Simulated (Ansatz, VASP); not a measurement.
# Sc2GaS: VASP beside Ansatz

INCAR

```
SYSTEM = Sc2GaS
ALGO = Normal
EDIFF = 1E-6
ENCUT = 520
GGA = PE
ISIF = 2
ISMEAR = 0
LASPH = .TRUE.
LCHARG = .FALSE.
LREAL = .FALSE.
LWAVE = .FALSE.
NBANDS = 28
NELM = 100
PREC = Accurate
SIGMA = 0.1
```

KPOINTS

```
k-points
0
G
  6 6 4
  0 0 0
```

The input POSCAR:

```
Sc2GaS
1.0
    4.7723236000      0.0000000000      0.0000000000
   -2.3861618000      4.1329534700      0.0000000000
    0.0000000000      0.0000000000      4.5416212400
Sc Ga S
2 1 1
Direct
    0.6666666700      0.3333333300      0.5000000000
    0.3333333300      0.6666666700      0.0000000000
    0.6666666700      0.3333333300      0.0000000000
    0.3333333300      0.6666666700      0.5000000000
```

Input for Ansatz:

```yaml
crystal:
  lattice:
    - [4.7723236, 0.0, 0.0]
    - [-2.3861618, 4.13295347, 0.0]
    - [0.0, 0.0, 4.54162124]
  atoms:
    - { symbol: Sc, position: [0.66666667, 0.33333333, 0.5] }
    - { symbol: Sc, position: [0.33333333, 0.66666667, 0.0] }
    - { symbol: Ga, position: [0.66666667, 0.33333333, 0.0] }
    - { symbol: S, position: [0.33333333, 0.66666667, 0.5] }
basis:
  ecutwfc: 420
kpoints:
  mp_grid: { grid: [6, 6, 4] }
hamiltonian:
  xc: pbe
scf:
  occupations: { method: gaussian, width: 0.1 }
  lower_state_search: "off"
output:
  forces: true
  stress: true
  eigenvalues: true
```

Alike in both runs: task single point; functional PBE; k mesh 6 × 6 × 4; occupations gaussian, width 0.1 eV; no spin polarisation.

```csv
,VASP,Ansatz
version,VASP 6.6.1,Ansatz 0.2.0
potentials or method,"VASP PAW PBE potentials, release 64 (Sc_sv, Ga_d, S), cutoff 520 eV","scalar-relativistic, plane waves, PAW"
valence electrons in the cell,41,41
```

```tsv
	VASP	Ansatz	Ansatz less VASP
gap on the k mesh at the Fermi level (eV)	none	none	-
pressure (GPa)	15.3	15.1	-0.27
traceless stress, the component that is largest in VASP (GPa)	34.84	34.40	-0.438
```

A gap of «none» marks a metal or a gap that the smearing closes. The functional is the same, so the differences come from potentials, cutoffs and numerics.
